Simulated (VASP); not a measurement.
Wanted: the native input for a VASP 6.6.1 run.

```yaml
Task: single point
Functional: PBE
Potentials_or_basis: VASP PAW PBE potentials, release 64 (Zn, S)
Cutoff: 520 eV
k_mesh: 6 × 6 × 4
Occupations: gaussian, width 0.1 eV
Spin: no spin polarisation
Dipole_correction: no
Further_INCAR_settings: ALGO = Normal; EDIFF = 1e-07; NBANDS = 26
```

The structure of ZnS lies in POSCAR:

```
ZnS
1.0
    3.8212050000      0.0000000000      0.0000000000
   -1.9106030000      3.3092610000      0.0000000000
    0.0000000000      0.0000000000      6.2400020000
Zn S
2 2
Direct
    0.0000000000      0.0000000000      0.0000000000
    0.3333333300      0.6666666700      0.5000000000
    0.0000000000      0.0000000000      0.3750000000
    0.3333333300      0.6666666700      0.8750000000
```

One way to write it, as run:

INCAR

```
SYSTEM = ZnS
  PREC = Accurate
  ENCUT = 520
  EDIFF = 1E-7
  ISMEAR = 0
  SIGMA = 0.1
  LREAL = .FALSE.
  LASPH = .TRUE.
  NELM = 100
  ALGO = Normal
  ISIF = 2
  LWAVE = .FALSE.
  LCHARG = .FALSE.
  GGA = PE
  NBANDS = 26
```

KPOINTS

```
Automatic mesh
0
G
  6 6 4
  0 0 0
```

Potentials or basis: VASP PAW PBE potentials, release 64 (Zn, S).

Launch:

```bash
$ cat potpaw_PBE.64/Zn/POTCAR potpaw_PBE.64/S/POTCAR > POTCAR
$ mpirun -np 1 vasp_std > vasp.out
```

Results of the run:

```json
{"Pressure": "1.8 GPa", "Largest force": "0.004 eV/Å", "Band gap on the k mesh": "2.20 eV, direct"}
```

It took 53 s on 1 thread of AMD EPYC 7R43 64-Core Processor (Zen 3), with other jobs on the host, peak memory 0.16 GiB.
